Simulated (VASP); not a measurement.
# Rh (Fm-3m) in VASP: notebook

The runs below take Rh through relaxation of cell and atoms, single point, with LDA.

Everything below comes from runs of VASP 6.6.1. Logs are shortened: lines on timing, memory, paths and dates and some standing lists are left out, and cuts for length are marked.

### Step 1. The cell of the first run

Symmetry: Fm-3m, No. 225, cubic system. Conventional cell: a = 3.806 Å, b = 3.806 Å, c = 3.806 Å, α = 90.00°, β = 90.00°, γ = 90.00°. Within 3.5 Å of Rh (site symmetry m-3m) lie 12 Rh at 2.69 Å.

### Step 2. Relaxation of cell and atoms, LDA

Input file INCAR:

```
PREC = Accurate
ENCUT = 600
EDIFF = 1E-6
ISMEAR = 0
SIGMA = 0.1
LREAL = F
LASPH = T
NELM = 80
ALGO = Normal
ISIF = 3
LWAVE = F
LCHARG = F
IBRION = 2
NSW = 100
EDIFFG = -0.05
```

Input file KPOINTS:

```
regular mesh
0
Gamma
  8 8 8
```

Input file POSCAR:

```
Rh
1.0
    0.0000000000      1.9029860900      1.9029860900
    1.9029860900      0.0000000000      1.9029860900
    1.9029860900      1.9029860900      0.0000000000
Rh
1
Direct
    0.0000000000      0.0000000000      0.0000000000
```

Potentials or basis: VASP PAW LDA potentials, release 64 (Rh_pv).

Command:

```
> cat potpaw_LDA.64/Rh_pv/POTCAR > POTCAR
> mpirun -np 1 vasp_std > vasp.out
```

OUTCAR:

```text
PREC = Accurate
   ENCUT = 600
   EDIFF = 1E-6
   ISMEAR = 0
   LREAL = F
   LASPH = T
   NELM = 80
   ISIF = 3
   IBRION = 2
   NSW = 100
   EDIFFG = -0.05

 ion  position               nearest neighbor table
   1  0.000  0.000  0.000-

  LATTYP: Found a face centered cubic cell.
 ALAT       =     3.8059721800

  Lattice vectors:

 A1 = (   0.0000000000,   1.9029860900,   1.9029860900)
 A2 = (   1.9029860900,   0.0000000000,   1.9029860900)
 A3 = (   1.9029860900,   1.9029860900,   0.0000000000)

Analysis of symmetry for initial positions (statically):
=====================================================================
 Subroutine PRICEL returns:
 Original cell was already a primitive cell.

 Routine SETGRP: Setting up the symmetry group for a
 face centered cubic supercell.

 Subroutine GETGRP returns: Found 48 space group operations
 (whereof 48 operations were pure point group operations)
 out of a pool of 48 trial point group operations.

The static configuration has the point symmetry O_h .

Analysis of symmetry for dynamics (positions and initial velocities):
=====================================================================
 Subroutine PRICEL returns:
 Original cell was already a primitive cell.

 Routine SETGRP: Setting up the symmetry group for a
 face centered cubic supercell.

 Subroutine GETGRP returns: Found 48 space group operations
 (whereof 48 operations were pure point group operations)
 out of a pool of 48 trial point group operations.

The dynamic configuration has the point symmetry O_h .

 Subroutine INISYM returns: Found 48 space group operations
 (whereof 48 operations are pure point group operations),
 and found     1 'primitive' translations

----------------------------------------------------------------------------------------

                                     Primitive cell

  volume of cell :      13.7828

  direct lattice vectors                    reciprocal lattice vectors
     0.000000000  1.902986090  1.902986090    -0.262744958  0.262744958  0.262744958
     1.902986090  0.000000000  1.902986090     0.262744958 -0.262744958  0.262744958
     1.902986090  1.902986090  0.000000000     0.262744958  0.262744958 -0.262744958

  length of vectors
     2.691228737  2.691228737  2.691228737     0.455087616  0.455087616  0.455087616

  position of ions in fractional coordinates (direct lattice)
     0.000000000  0.000000000  0.000000000

  ion indices of the primitive-cell ions
   primitive index   ion index
                 1           1

----------------------------------------------------------------------------------------

 KPOINTS: regular mesh

Automatic generation of k-mesh.
 Grid dimensions read from file:
 generate k-points for:    8    8    8

 Generating k-lattice:

  Cartesian coordinates                     Fractional coordinates (reciprocal lattice)
    -0.032843120  0.032843120  0.032843120     0.125000000  0.000000000  0.000000000
     0.032843120 -0.032843120  0.032843120     0.000000000  0.125000000  0.000000000
     0.032843120  0.032843120 -0.032843120     0.000000000  0.000000000  0.125000000

  Length of vectors
     0.056885952  0.056885952  0.056885952

  Shift w.r.t. Gamma in fractional coordinates (k-lattice)
     0.000000000  0.000000000  0.000000000

 Subroutine IBZKPT returns following result:
 ===========================================

 Found     29 irreducible k-points:

 Following reciprocal coordinates:
            Coordinates               Weight
  0.000000  0.000000  0.000000      1.000000
  0.125000  0.000000  0.000000      8.000000
  0.250000  0.000000  0.000000      8.000000
  0.375000  0.000000  0.000000      8.000000
  0.500000  0.000000  0.000000      4.000000
  0.125000  0.125000  0.000000      6.000000
[... 16 lines left out ...]
  0.500000  0.250000  0.125000     48.000000
 -0.375000  0.250000  0.125000     24.000000
 [... further k-points ...]
   k-points           NKPTS =     29   k-points in BZ     NKDIM =     29   number of bands    NBANDS=     11
   number of dos      NEDOS =    301   number of ions     NIONS =      1
   total plane-waves  NPLWV =  13824
   dimension x,y,z NGX =    24 NGY =   24 NGZ =   24
   dimension x,y,z NGXF=    48 NGYF=   48 NGZF=   48
   ions per type =               1
   NGX,Y,Z   is equivalent  to a cutoff of  14.83, 14.83, 14.83 a.u.
   NGXF,Y,Z  is equivalent  to a cutoff of  29.65, 29.65, 29.65 a.u.
 SYSTEM =  unknown system
   PREC   = accura    normal or accurate (medium, high low for compatibility)
   ISTART =      0    job   : 0-new  1-cont  2-samecut
   ICHARG =      2    charge: 1-file 2-atom 10-const
   ISPIN  =      1    spin polarized calculation?
   LNONCOLLINEAR =      F non collinear calculations
   LSORBIT =      F    spin-orbit coupling
   LASPH  =      T    aspherical Exc in radial PAW
   ENCUT  =  600.0 eV  44.10 Ry    6.64 a.u.   5.38  5.38  5.38*2*pi/ulx,y,z
   NELM   =     80;   NELMIN=  2; NELMDL= -5     # of ELM steps
   EDIFF  = 0.1E-05   stopping-criterion for ELM
   LREAL  =      F    real-space projection
   EDIFFG = -.5E-01   stopping-criterion for IOM
   NSW    =    100    number of steps for IOM
   IBRION =      2    ionic relax: 0-MD 1-quasi-New 2-CG
   NFREE  =      1    steps in history (QN), initial steepest desc. (CG)
   ISIF   =      3    stress and relaxation
   ISYM   =      2    0-nonsym 1-usesym 2-fastsym
   POTIM  = 0.5000    time-step for ionic-motion
   TEBEG  =    0.0;   TEEND  =   0.0 temperature during run
   PSTRESS=    0.0 pullay stress
   NELECT =      15.0000    total number of electrons
   NUPDOWN=      -1.0000    fix difference up-down
   EMIN   =  10.00;   EMAX   =-10.00  energy-range for DOS
   EFERMI =   0.00;   METHOD = LEGACY
   ISMEAR =     0;   SIGMA  =   0.10  broadening in eV -4-tet -1-fermi 0-gaus
   EFERMI_NEDOS =   21; number of points for ismear=-14 and -15
   IALGO  =     38    algorithm
   IMIX   =      4    mixing-type and parameters
     AMIX     =   0.40;   BMIX     =  1.00
     AMIX_MAG =   1.60;   BMIX_MAG =  1.00
  volume/ion in A,a.u.               =      13.78        93.01
  Fermi-wavevector in a.u.,A,eV,Ry     =   1.683939  3.182183 38.581359  2.835650
  Thomas-Fermi vector in A             =   2.767050
   LORBIT       =      0    0 simple, 1 ext, 2 COOP (PROOUT), +10 PAW based schemes
   GGA     = CA    functional components
   LHFCALC =     F    Hartree Fock is set to
   AEXX    =    0.0000 exact exchange contribution
   IVDW    =     0    specifies the selected vdW correction
   LEPSILON=     F    determine dielectric tensor
   LRPA    =     F    only Hartree local field effects (RPA)
 conjugate gradient relaxation of ions
 non-spin polarized calculation
 Gauss-broadening in eV      SIGMA  =   0.10
  energy-cutoff  :      600.00
  volume of cell :       13.78
 maximum number of plane-waves:       477
 NGX is ok and might be reduce to    24
   NGX = 11   NGY = 11   NGZ = 11

--------------------------------------- Ionic step        1  -------------------------------------------

 number of electron      15.0000002 magnetization

 Free energy of the ion-electron system (eV)
  ---------------------------------------------------
  ext. energy  EPLUGINS =         0.00000000
  ---------------------------------------------------
  free energy    TOTEN  =        -8.63464201 eV

  energy without entropy =       -8.62436352  energy(sigma->0) =       -8.62950277

------------------------ aborting loop because EDIFF is reached ----------------------------------------

  FORCE on cell =-STRESS in cart. coord.  units (eV):
  Direction    XX          YY          ZZ          XY          YZ          ZX
  --------------------------------------------------------------------------------------
  -------------------------------------------------------------------------------------
  Total       -0.8858775     -0.8858775     -0.8858775      0.0000000      0.0000000      0.0000000
  in kB     -102.9787072   -102.9787072   -102.9787072      0.0000000      0.0000000      0.0000000
  external PRESSURE =    -102.9787072 kB  Pullay stress =       0.0000000 kB
[... 55 lines left out ...]
  energy  without entropy=       -8.5137931575  energy(sigma->0) =       -8.51742236

--------------------------------------- Ionic step        3  -------------------------------------------

 number of electron      15.0000001 magnetization

 Free energy of the ion-electron system (eV)
  ---------------------------------------------------
  ext. energy  EPLUGINS =         0.00000000
  ---------------------------------------------------
  free energy    TOTEN  =        -8.65084181 eV

  energy without entropy =       -8.64138253  energy(sigma->0) =       -8.64611217

 E-fermi :  12.3522     XC(G=0): -14.5536

 val. band max:       12.3229519494   @ k =  -0.3750   0.2500   0.0000
 cond. band min:      12.4294011196   @ k =   0.3750   0.0000   0.0000
 fundamental gap:      0.1064491701
 Fermi energy:        12.3522092630

 k-point     1 :       0.0000    0.0000    0.0000
  band No.  band energies     occupation
      1     -33.8683      2.00000
      2     -33.8683      2.00000
      3     -33.8683      2.00000
      4       4.0463      2.00000
      5       9.0637      2.00000
      6       9.0637      2.00000
      7       9.0637      2.00000
      8      11.3152      2.00000
      9      11.3152      2.00000
     10      28.2218      0.00000
     11      32.6486      0.00000
[... 309 lines left out ...]
 k-point    24 :      -0.3750    0.2500    0.1250
  band No.  band energies     occupation
      1     -34.5898      2.00000
      2     -34.2024      2.00000
      3     -34.0531      2.00000
      4       7.0529      2.00000
      5       7.9525      2.00000
      6       9.5182      2.00000
      7      10.2163      2.00000
      8      12.7440      0.00000
      9      17.8860      0.00000
     10      20.9924      0.00000
     11      28.6170      0.00000

 [... further k-points ...]

------------------------ aborting loop because EDIFF is reached ----------------------------------------

  FORCE on cell =-STRESS in cart. coord.  units (eV):
  Direction    XX          YY          ZZ          XY          YZ          ZX
  --------------------------------------------------------------------------------------
  -------------------------------------------------------------------------------------
  Total       -0.0390521     -0.0390521     -0.0390521     -0.0000000      0.0000000      0.0000000
  in kB       -4.6997729     -4.6997729     -4.6997729     -0.0000000      0.0000000      0.0000000
  external PRESSURE =      -4.6997729 kB  Pullay stress =       0.0000000 kB
[... 16 lines left out ...]
  FREE ENERGIE OF THE ION-ELECTRON SYSTEM (eV)
  ---------------------------------------------------
  free  energy   TOTEN  =        -8.6508418109 eV

  energy  without entropy=       -8.6413825348  energy(sigma->0) =       -8.64611217

 reached required accuracy - stopping structural energy minimisation
```

Wall time 22 s (1 thread of Intel Xeon 8259CL, shared host); peak memory 0.14 GiB.

What came out:

```yaml
Free_energy: -8.6508 eV
Relaxed_volume: 13.31 Å³/atom
Relaxed_cell: a = 2.660 Å, b = 2.660 Å, c = 2.660 Å, α = 60.00°, β = 60.00°, γ = 60.00°
Space_group_after_relaxing_to_0.1_Å: Fm-3m (No. 225)
Energy_gained_by_relaxing: 16.2 meV/atom
Ionic_steps: 3
Pressure_after_relaxing: -0.5 GPa
Band_gap_on_the_k_mesh: zero (an odd number of electrons rules out a gap without spin polarisation)
```

Step by step:
```csv
step,energy change (eV),largest force (eV/Å),pressure (GPa),volume (Å³)
1,0.0000,0.0000,-10.30,13.78
2,0.1136,0.0000,37.99,12.09
3,-0.0162,0.0000,-0.47,13.31
```

Final structure:
```xyz
1
Lattice="0.0000 1.8811 1.8811 1.8811 0.0000 1.8811 1.8811 1.8811 0.0000" Properties=species:S:1:pos:R:3 pbc="T T T"
Rh    0.0000    0.0000    0.0000
```

Levels at points of the mesh, in eV from the Fermi level:
```csv
k point,band 4,band 5,band 6,band 7,band 8,band 9,band 10,band 11
"(0.00, 0.00, 0.00)",-8.31,-3.29,-3.29,-3.29,-1.04,-1.04,15.87,20.30
"(0.50, 0.00, 0.00)",-6.47,-3.36,-3.36,0.61,0.61,0.63,8.90,15.41
"(0.50, 0.50, 0.00)",-6.67,-6.31,0.60,1.04,1.04,3.21,12.64,13.36
```

### Step 3. Single point, LDA

This run uses another cell than the first one, of 13.23 Å³/atom.

Input file INCAR:

```
SYSTEM = Rh
ALGO     = Normal         ! electronic algorithm
EDIFF    = 1E-6           ! SCF threshold, eV
ENCUT    = 520            ! plane-wave cutoff, eV
ISIF     = 2              ! what is computed and relaxed
ISMEAR   = 0              ! smearing method
LASPH    = .TRUE.         ! aspherical terms in the spheres
LCHARG   = .FALSE.        ! write CHGCAR
LREAL    = .FALSE.        ! projectors in reciprocal space
LWAVE    = .FALSE.        ! write WAVECAR
NBANDS   = 14             ! bands
NELM     = 100            ! most SCF steps
PREC     = Accurate       ! precision mode
SIGMA    = 0.1            ! smearing width, eV
```

Input file KPOINTS:

```
k-points
0
G
  20 20 20
  0 0 0
```

Input file POSCAR:

```
Rh
1.0
    0.0000000000      1.8770355637      1.8770355637
    1.8770355637      0.0000000000      1.8770355637
    1.8770355637      1.8770355637      0.0000000000
Rh
1
Direct
    0.0000000000      0.0000000000      0.0000000000
```

Potentials or basis: VASP PAW LDA potentials, release 64 (Rh_pv).

Command:

```
> cat potpaw_LDA.64/Rh_pv/POTCAR > POTCAR
> mpirun -np 1 vasp_std > vasp.out
```

OUTCAR:

```text
SYSTEM = Rh
   EDIFF = 1E-6
   ENCUT = 520
   ISIF = 2
   ISMEAR = 0
   LASPH = .TRUE.
   LREAL = .FALSE.
   NELM = 100
   PREC = Accurate

 ion  position               nearest neighbor table
   1  0.000  0.000  0.000-

  LATTYP: Found a face centered cubic cell.
 ALAT       =     3.7540711274

  Lattice vectors:

 A1 = (   0.0000000000,   1.8770355637,   1.8770355637)
 A2 = (   1.8770355637,   0.0000000000,   1.8770355637)
 A3 = (   1.8770355637,   1.8770355637,   0.0000000000)

Analysis of symmetry for initial positions (statically):
=====================================================================
 Subroutine PRICEL returns:
 Original cell was already a primitive cell.

 Routine SETGRP: Setting up the symmetry group for a
 face centered cubic supercell.

 Subroutine GETGRP returns: Found 48 space group operations
 (whereof 48 operations were pure point group operations)
 out of a pool of 48 trial point group operations.

The static configuration has the point symmetry O_h .

Analysis of symmetry for dynamics (positions and initial velocities):
=====================================================================
 Subroutine PRICEL returns:
 Original cell was already a primitive cell.

 Routine SETGRP: Setting up the symmetry group for a
 face centered cubic supercell.

 Subroutine GETGRP returns: Found 48 space group operations
 (whereof 48 operations were pure point group operations)
 out of a pool of 48 trial point group operations.

The dynamic configuration has the point symmetry O_h .

 Subroutine INISYM returns: Found 48 space group operations
 (whereof 48 operations are pure point group operations),
 and found     1 'primitive' translations

----------------------------------------------------------------------------------------

                                     Primitive cell

  volume of cell :      13.2266

[... 111 lines left out ...]
   GGA     = CA    functional components
   LHFCALC =     F    Hartree Fock is set to
   AEXX    =    0.0000 exact exchange contribution
   IVDW    =     0    specifies the selected vdW correction
   LEPSILON=     F    determine dielectric tensor
   LRPA    =     F    only Hartree local field effects (RPA)
 non-spin polarized calculation
 Gauss-broadening in eV      SIGMA  =   0.10
  energy-cutoff  :      520.00
  volume of cell :       13.23
 maximum number of plane-waves:       368
   NGX =  9   NGY =  9   NGZ =  9

 number of electron      15.0000002 magnetization

 Free energy of the ion-electron system (eV)
  ---------------------------------------------------
  ext. energy  EPLUGINS =         0.00000000
  ---------------------------------------------------
  free energy    TOTEN  =        -8.68737615 eV

  energy without entropy =       -8.68192555  energy(sigma->0) =       -8.68465085

 E-fermi :  12.4456     XC(G=0): -14.5995

 val. band max:       12.4348332562   @ k =   0.3000   0.3000   0.0000
 cond. band min:      12.4484197788   @ k =  -0.3500   0.2500   0.0500
 fundamental gap:      0.0135865226
 Fermi energy:        12.4455915143

 k-point     1 :       0.0000    0.0000    0.0000
  band No.  band energies     occupation
      1     -33.7893      2.00000
      2     -33.7893      2.00000
      3     -33.7893      2.00000
      4       4.1240      2.00000
      5       9.1402      2.00000
      6       9.1402      2.00000
      7       9.1402      2.00000
      8      11.4004      2.00000
      9      11.4004      2.00000
     10      28.3500      0.00000
     11      32.6842      0.00000
     12      33.9803      0.00000
     13      33.9803      0.00000
     14      33.9803      0.00000
[... 377 lines left out ...]
      1     -34.5009      2.00000
      2     -33.9102      2.00000
      3     -33.8818      2.00000
      4       6.1740      2.00000
      5       9.2122      2.00000
      6       9.3028      2.00000
      7      10.7136      2.00000
      8      12.2380      1.99668
      9      13.0357      0.00000
     10      24.1564      0.00000
     11      28.8659      0.00000
     12      32.6852      0.00000
     13      34.4944      0.00000
     14      36.0973      0.00000

 [... further k-points ...]

------------------------ aborting loop because EDIFF is reached ----------------------------------------

  FORCE on cell =-STRESS in cart. coord.  units (eV):
  Direction    XX          YY          ZZ          XY          YZ          ZX
  --------------------------------------------------------------------------------------
  -------------------------------------------------------------------------------------
  Total        0.0673848      0.0673848      0.0673848      0.0000000     -0.0000000      0.0000000
  in kB        8.1625340      8.1625340      8.1625340      0.0000000     -0.0000000      0.0000000
  external PRESSURE =       8.1625340 kB  Pullay stress =       0.0000000 kB

 VOLUME and BASIS-vectors are now :
 -----------------------------------------------------------------------------
  energy-cutoff  :      520.00
  volume of cell :       13.23
      direct lattice vectors                 reciprocal lattice vectors
     0.000000000  1.877035564  1.877035564    -0.266377478  0.266377478  0.266377478
     1.877035564  0.000000000  1.877035564     0.266377478 -0.266377478  0.266377478
     1.877035564  1.877035564  0.000000000     0.266377478  0.266377478 -0.266377478

 POSITION                                       TOTAL-FORCE (eV/Angst)
 -----------------------------------------------------------------------------------
      0.00000      0.00000      0.00000         0.000000     -0.000000     -0.000000
 -----------------------------------------------------------------------------------
    total drift:                                0.000000     -0.000000      0.000000

  FREE ENERGIE OF THE ION-ELECTRON SYSTEM (eV)
  ---------------------------------------------------
  free  energy   TOTEN  =        -8.6873761538 eV

  energy  without entropy=       -8.6819255511  energy(sigma->0) =       -8.68465085
```

stdout:

```text
POSCAR found type information on POSCAR Rh
 POSCAR found :  1 types and       1 ions
 scaLAPACK will be used
 LDA part: xc-table for (Slater(with rela. corr.)+CA(PZ))
 , standard interpolation
 POSCAR, INCAR and KPOINTS ok, starting setup
 FFT: planning ... GRIDC
 FFT: planning ... GRID_SOFT
 FFT: planning ... GRID
 WAVECAR not read
 entering main loop
```

Run time: 42 s. Hardware: 1 thread of Intel Xeon 8259CL, shared host; peak memory 0.15 GiB.

Results:

| Item | Value |
| --- | --- |
| Free energy | -8.6874 eV |
| Pressure | 0.8 GPa |
| Band gap on the k mesh | zero (an odd number of electrons rules out a gap without spin polarisation) |

Levels at points of the mesh, in eV from the Fermi level:
| k point | band 5 | band 6 | band 7 | band 8 | band 9 | band 10 |
| --- | --- | --- | --- | --- | --- | --- |
| (0.00, 0.00, 0.00) | -3.31 | -3.31 | -3.31 | -1.05 | -1.05 | 15.90 |
| (0.50, 0.00, 0.00) | -3.38 | -3.38 | 0.62 | 0.62 | 0.65 | 8.99 |
| (0.50, 0.50, 0.00) | -6.35 | 0.61 | 1.06 | 1.06 | 3.25 | 12.75 |

(Part 1 of 2 ends here.)
